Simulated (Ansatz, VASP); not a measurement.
## Two plane-wave programs on CdSe

File POSCAR:

```
CdSe
1.0
    0.0000000000      3.0075950161      3.0075950161
    3.0075950161      0.0000000000      3.0075950161
    3.0075950161      3.0075950161      0.0000000000
Cd Se
1 1
Direct
    0.0000000000      0.0000000000      0.0000000000
    0.2500000000      0.2500000000      0.2500000000
```

Contents of INCAR.step1:

```
ALGO = Normal
EDIFF = 1E-5
ENCUT = 520
GGA = PE
ISIF = 2
ISMEAR = -1
LASPH = T
LCHARG = F
LREAL = F
LWAVE = T
NBANDS = 16
NELM = 100
PREC = Accurate
SIGMA = 0.05
```

Contents of INCAR.step2:

```
AEXX = 0.25
ALGO = Normal
EDIFF = 1E-6
ENCUT = 520
ISIF = 2
ISMEAR = -1
ISTART = 1
LASPH = T
LCHARG = F
LHFCALC = T
LMIXTAU = T
LREAL = F
LWAVE = F
METAGGA = R2SCAN
NBANDS = 16
NELM = 100
PREC = Accurate
PRECFOCK = Normal
SIGMA = 0.05
```

Contents of KPOINTS:

```
k-points
0
Gamma
  4 4 4
```

Contents of input.yaml:

```yaml
crystal:
  lattice:
    - [0.0, 3.0075950161, 3.0075950161]
    - [3.0075950161, 0.0, 3.0075950161]
    - [3.0075950161, 3.0075950161, 0.0]
  atoms:
    - { symbol: Cd, position: [0.0, 0.0, 0.0] }
    - { symbol: Se, position: [0.25, 0.25, 0.25] }
hamiltonian:
  xc: r2scan0
  pseudopotentials: { kind: paw }
kpoints:
  mp_grid: { grid: [4, 4, 4] }
scf:
  occupations: { method: fermi_dirac, width: 0.05 }
output:
  forces: true
  stress: true
  eigenvalues: true
```

Alike in both runs: task single point; functional r2SCAN0; k mesh 4 × 4 × 4; occupations fermi-dirac, width 0.05 eV; no spin polarisation.

|  | VASP | Ansatz |
| --- | --- | --- |
| version | VASP 6.6.1 | Ansatz 0.2.0 |
| potentials or method | VASP PAW PBE potentials, release 64 (Cd, Se) | Ansatz PAW |
| plane-wave cutoff (eV) | 520 | 500 |
| valence electrons in the cell | 18 | 36 |

Ansatz gave:

| Property | Result |
| --- | --- |
| gap on the k mesh at the Fermi level (eV) | 2.59 |
| least direct gap on the mesh (eV) | 2.59 |
| pressure (GPa) | 3.0 |

Task: What did VASP give for the same quantities?

Result: gap on the k mesh at the Fermi level (eV): 2.63; least direct gap on the mesh (eV): 2.63; pressure (GPa): 3.1.

VASP's potentials were made for PBE, not for r2SCAN0. VASP's potentials hold 18 valence electrons a cell and Ansatz's 36, so a difference there can come from the potentials and not from the codes.

The k mesh is coarse, so the values compare programs but aren't converged.
